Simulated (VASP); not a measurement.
Here is a VASP 6.6.1 calculation.

INCAR

```
SYSTEM = PbO2
PREC = Accurate ; ENCUT = 600
EDIFF = 1E-6 ; ISMEAR = 0
SIGMA = 0.1 ; LREAL = .FALSE.
LASPH = .TRUE. ; NELM = 100
ALGO = Fast ; ISIF = 3
LWAVE = .FALSE. ; LCHARG = .FALSE.
GGA = PE ; IBRION = 2
NSW = 100 ; EDIFFG = -0.005
```

File KPOINTS:

```
regular mesh
0
G
  8 8 10
  0 0 0
```

Contents of POSCAR:

```
PbO2
1.0
    5.0822739256      0.0000000000      0.0000000000
    0.0000000000      5.0822739256      0.0000000000
    0.0000000000      0.0000000000      3.4417015712
Pb O
2 4
Direct
    0.0000000000      0.0000000000      0.0000000000
    0.5000000000      0.5000000000      0.5000000000
    0.3080387109      0.3080387109      0.0000000000
    0.8080387109      0.1919612891      0.5000000000
    0.1919612891      0.8080387109      0.5000000000
    0.6919612891      0.6919612891      0.0000000000
```

Potentials or basis: VASP PAW PBE potentials, release 64 (Pb_d, O).

Command:

```bash
$ cat potpaw_PBE.64/Pb_d/POTCAR potpaw_PBE.64/O/POTCAR > POTCAR
$ mpirun -np 1 vasp_std > vasp.out
```

What does it give for the relaxed cell?

a = 5.082 Å, b = 5.082 Å, c = 3.446 Å, α = 90.00°, β = 90.00°, γ = 90.00°.

What does it give for the space group after relaxing (to 0.1 Å)?

P4_2/mnm (No. 136).

Predict the relaxed volume.

14.83 Å³/atom.

What does it give for the band gap on the k mesh?

Zero (filled and empty bands touch).

Forces in eV/Å, atoms in the order of the input:
```
Pb   0.000  0.000  0.000
Pb   0.000  0.000  0.000
O   -0.002 -0.002  0.000
O   -0.002  0.002  0.000
O    0.002 -0.002  0.000
O    0.002  0.002  0.000
```

Caveat: semilocal functionals underestimate gaps, and a narrow one can read as zero; spin-orbit coupling is left out, which moves the levels of the heavy elements.
